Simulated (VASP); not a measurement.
A run of VASP 6.6.1:

The input INCAR:

```
SYSTEM = As
ALGO = Normal ; EDIFF = 1E-6
ENCUT = 520 ; GGA = PS
ISIF = 2 ; ISMEAR = 0
LASPH = .True. ; LCHARG = .False.
LREAL = .False. ; LWAVE = .False.
NBANDS = 12 ; NELM = 80
PREC = Accurate ; SIGMA = 0.15
```

Contents of KPOINTS:

```
k-points
0
Gamma
  18 18 18
  0 0 0
```

File POSCAR:

```
As
1.0
    1.9327277950      1.1158609127      3.2972910171
   -1.9327277950      1.1158609127      3.2972910171
    0.0000000000     -2.2317218254      3.2972910171
As
2
Direct
    0.2275400000      0.2275400000      0.2275400000
    0.7724600000      0.7724600000      0.7724600000
```

Potentials or basis: VASP PAW PBE potentials, release 64 (As).

Launch:

```sh
$ cat potpaw_PBE.64/As/POTCAR > POTCAR
$ mpirun -np 1 vasp_std > vasp.out
```

Hardware: 1 thread of Intel(R) Xeon(R) Platinum 8488C (Sapphire Rapids) (shared host).

Task: How long does it take, and how much memory?

Result: It took 2.6 min on 1 thread of Intel(R) Xeon(R) Platinum 8488C (Sapphire Rapids) (shared host), peak memory 0.36 GiB. Counts: scf iterations 10, k points 580.
